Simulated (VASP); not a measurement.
Runs of VASP 6.6.1 on Rh. The structure is that of space group Fm-3m (No. 225), or close to it. The cells are those of the table. 

```tsv
level	cell	k mesh	cutoff (eV)	grid for exact exchange (PRECFOCK)	share of exact exchange	screening parameter	gap on the mesh (eV)	pressure (GPa)
PBE	a = 2.708 Å, angles 60.0°, 1 atom	12 × 12 × 12	620	-	-	-	none	-0.2
HSE06	a = 2.717 Å, angles 60.0°, 1 atom	6 × 6 × 6	460	Normal	0.25	0.2079 1/Å	none	-14.4
HSE06	a = 2.690 Å, angles 60.0°, 1 atom	6 × 6 × 6	460	Normal	0.25	0.2079 1/Å	none	(a)
HSE06	a = 2.744 Å, angles 60.0°, 1 atom	6 × 6 × 6	460	Normal	0.25	0.2079 1/Å	none	-20.3
```

Alike in all rows: task single point; potentials or basis VASP PAW PBE potentials, release 64 (Rh_sv_GW); no spin polarisation; smearing fermi-dirac 0.1 eV.

**Question.** Estimate the missing entries.

**Answer.** (a) -7.2.

Caveats: some runs use coarse meshes; the PAW data sets were made with another functional, which shifts forces and pressure a little (at least some runs).

A k mesh can miss the band edges, and the runs leave out spin-orbit coupling on Rh.

A gap of «none» marks levels without a gap at the run's occupations.
